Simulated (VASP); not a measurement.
Here is a VASP 6.6.1 calculation.

INCAR

```
ALGO = Normal ; EDIFF = 1E-8
ENCUT = 520 ; GGA = PE
IBRION = 8 ; ISIF = 2
ISMEAR = 0 ; LASPH = True
LCHARG = False ; LEPSILON = True
LREAL = False ; LWAVE = False
NBANDS = 19 ; NELM = 80
NSW = 1 ; PREC = Accurate
SIGMA = 0.01
```

The input KPOINTS:

```
k-points
0
Gamma
  6 6 6
```

Contents of POSCAR:

```
Li3SeF
1.0
    3.9960610014      0.0000000000      0.0000000000
    0.0000000000      3.9960610014      0.0000000000
    0.0000000000      0.0000000000      3.9960610014
Li Se F
3 1 1
Direct
    0.5000000000      0.0000000000      0.5000000000
    0.5000000000      0.5000000000      0.0000000000
    0.0000000000      0.5000000000      0.5000000000
    0.0000000000      0.0000000000      0.0000000000
    0.5000000000      0.5000000000      0.5000000000
```

Potentials or basis: VASP PAW PBE potentials, release 64 (Li_sv, Se, F).

Launch:

```sh
$ cat potpaw_PBE.64/Li_sv/POTCAR potpaw_PBE.64/Se/POTCAR potpaw_PBE.64/F/POTCAR > POTCAR
$ mpirun -np 1 vasp_std > vasp.out
```

(1) What does it give for the electronic dielectric tensor (diagonal)?

(2) Estimate the Born charges (mean of the diagonal).

(3) What does it give for the highest phonon frequency at Γ, LO-TO splitting left out?

Answers

(1) 4.34.

(2) Li +1.20; Se -2.04; F -1.57 e.

(3) 402 cm⁻¹.
